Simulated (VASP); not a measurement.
Input of a VASP 6.6.1 run:

INCAR

```
SYSTEM = Al3W
PREC = Accurate
ENCUT = 520
EDIFF = 1E-6
ISMEAR = 0
SIGMA = 0.1
LREAL = .FALSE.
LASPH = .TRUE.
NELM = 80
ALGO = Normal
ISIF = 2
LWAVE = .FALSE.
LCHARG = .FALSE.
GGA = PE
NBANDS = 20
```

KPOINTS

```
regular mesh
0
G
  4 4 4
  0 0 0
```

POSCAR

```
Al3W
1.0
    3.9419084122      0.0000000000      0.0000000000
    0.0000000000      3.9419084122      0.0000000000
    0.0000000000      0.0000000000      3.9419084122
Al W
3 1
Direct
    0.5000000000      0.0000000000      0.0000000000
    0.0000000000      0.5000000000      0.0000000000
    0.0000000000      0.0000000000      0.5000000000
    0.5000000000      0.5000000000      0.5000000000
```

Potentials or basis: VASP PAW PBE potentials, release 64 (Al, W_sv).

The run is started by

```bash
$ cat potpaw_PBE.64/Al/POTCAR potpaw_PBE.64/W_sv/POTCAR > POTCAR
$ mpirun -np 1 vasp_std > vasp.out
```

Problem. What does it give for the pressure?

Solution. -0.1 GPa.

Problem. What does it give for the band gap on the k mesh?

Solution. Zero (an odd number of electrons rules out a gap without spin polarisation).

Caveat: the k points lie up to 0.40 Å⁻¹ apart, too coarse for converged energies and pressures of a metal; spin-orbit coupling is left out, which moves the levels of the heavy elements.
